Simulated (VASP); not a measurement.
Wanted: the native input for a VASP 6.6.1 run.

* Task: single point
* Functional: PBEsol-based screened hybrid with 25 % exact exchange
* Potentials or basis: VASP PAW PBE potentials, release 64 (As, Ga_d)
* Cutoff: 520 eV
* k mesh: 4 × 4 × 4
* Occupations: fermi-dirac, width 0.05 eV
* Spin: no spin polarisation
* Dipole correction: no
* Grid for exact exchange (PRECFOCK): Normal
* Share of exact exchange: 0.25
* Further INCAR settings: ALGO = Normal; EDIFF = 1e-06; NBANDS = 16
* Screening parameter: 0.207 1/Å

The system is GaAs.

```
As Ga
1.0
     0.00000    2.80788    2.80788
     2.80788    0.00000    2.80788
     2.80788    2.80788    0.00000
As Ga
1 1
Direct
  0.75000 0.75000 0.75000
  0.00000 0.00000 0.00000
```

One way to write it, as run:

POSCAR

```
GaAs
1.0
    0.0000000000      2.8078772807      2.8078772807
    2.8078772807      0.0000000000      2.8078772807
    2.8078772807      2.8078772807      0.0000000000
As Ga
1 1
Direct
    0.7500000000      0.7500000000      0.7500000000
    0.0000000000      0.0000000000      0.0000000000
```

INCAR.step1

```
SYSTEM = GaAs
PREC = Accurate ; ENCUT = 520
EDIFF = 1E-5 ; ISMEAR = -1
SIGMA = 0.05 ; LREAL = .False.
LASPH = .True. ; NELM = 100
ALGO = Normal ; ISIF = 2
LWAVE = .True. ; LCHARG = .False.
GGA = PE ; NBANDS = 16
```

INCAR.step2

```
SYSTEM = GaAs
PREC = Accurate ; ENCUT = 520
EDIFF = 1E-6 ; ISMEAR = -1
SIGMA = 0.05 ; LREAL = .False.
LASPH = .True. ; NELM = 100
ALGO = Normal ; ISIF = 2
LWAVE = .False. ; LCHARG = .False.
GGA = PS ; LHFCALC = .True.
AEXX = 0.25 ; HFSCREEN = 0.207
PRECFOCK = Normal ; ISTART = 1
NBANDS = 16
```

KPOINTS

```
Automatic mesh
0
Gamma
  4 4 4
  0 0 0
```

Potentials or basis: VASP PAW PBE potentials, release 64 (As, Ga_d).

Launch:

```sh
$ cat potpaw_PBE.64/As/POTCAR potpaw_PBE.64/Ga_d/POTCAR > POTCAR
$ cp INCAR.step1 INCAR
$ mpirun -np 1 vasp_std > vasp.out
$ cp INCAR.step2 INCAR
$ mpirun -np 1 vasp_std > vasp.out
```

Results of the run:

The pressure is 0.7 GPa and the band gap on the k mesh is 1.55 eV.

Caveat: the k points lie up to 0.48 Å⁻¹ apart; the PAW data sets were made with another functional, which shifts forces and pressure a little.

Wall time 12 min on 1 thread of AMD EPYC 7R43 64-Core Processor (Zen 3) (shared host), peak memory 0.24 GiB.
